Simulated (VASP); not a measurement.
**AlGaN2: single point with LDA**

Crystal: AlGaN2.

```
CELL_PARAMETERS angstrom
3.11529 0.00000 0.00000
0.00000 3.11529 0.00000
0.00000 0.00000 4.38433
ATOMIC_POSITIONS crystal
Al 0.50000 0.50000 0.50000
Ga 0.00000 0.00000 0.00000
N 0.50000 0.00000 0.74005
N 0.00000 0.50000 0.25995
```

```json
{
 "Program": "VASP 6.6.1",
 "Task": "single point",
 "Functional": "LDA",
 "Potentials or basis": "VASP PAW LDA potentials, release 64 (Al, Ga_d, N)",
 "Cutoff": "520 eV",
 "k mesh": "8 × 8 × 6",
 "Occupations": "gaussian, width 0.02 eV",
 "Spin": "no spin polarisation"
}
```

* Pressure: 0.9 GPa
* Largest force: 0.030 eV/Å
* Band gap on the k mesh: 3.07 eV, direct

Forces on the atoms (eV/Å):
```
Al   0.000  0.000  0.000
Ga   0.000  0.000  0.000
N    0.000  0.000 -0.030
N    0.000  0.000  0.030
```

Levels at points of the mesh, in eV from the valence-band top:
```csv
k point,band 9,band 10,band 11,band 12,band 13,band 14,band 15,band 16,band 17,band 18
"(0.00, 0.00, 0.00)",-2.41,-2.41,-0.22,0.00,0.00,3.07,3.49,7.58,11.28,11.28
"(0.50, 0.00, 0.00)",-4.51,-3.04,-2.95,-1.00,-0.73,7.18,7.27,8.01,8.46,10.26
"(0.50, 0.50, 0.00)",-5.05,-2.37,-2.34,-2.34,-2.32,3.24,3.24,6.36,8.73,12.54
"(0.00, 0.00, 0.50)",-2.54,-1.62,-1.62,-1.03,-1.03,5.31,5.44,8.03,9.23,11.25
"(0.50, 0.00, 0.50)",-6.36,-0.98,-0.89,-0.62,-0.60,5.33,6.68,9.20,9.51,10.21
"(0.50, 0.50, 0.50)",-4.44,-4.12,-3.35,-3.35,-3.35,6.16,6.16,9.03,10.90,11.20
```

Run time: 24 s on 1 thread of AMD EPYC 9R45 96-Core Processor (Zen 5) (shared host), peak memory 0.15 GiB.

A k mesh can miss the band edges. LDA gaps usually lie below the measured ones, often by a third to a half.
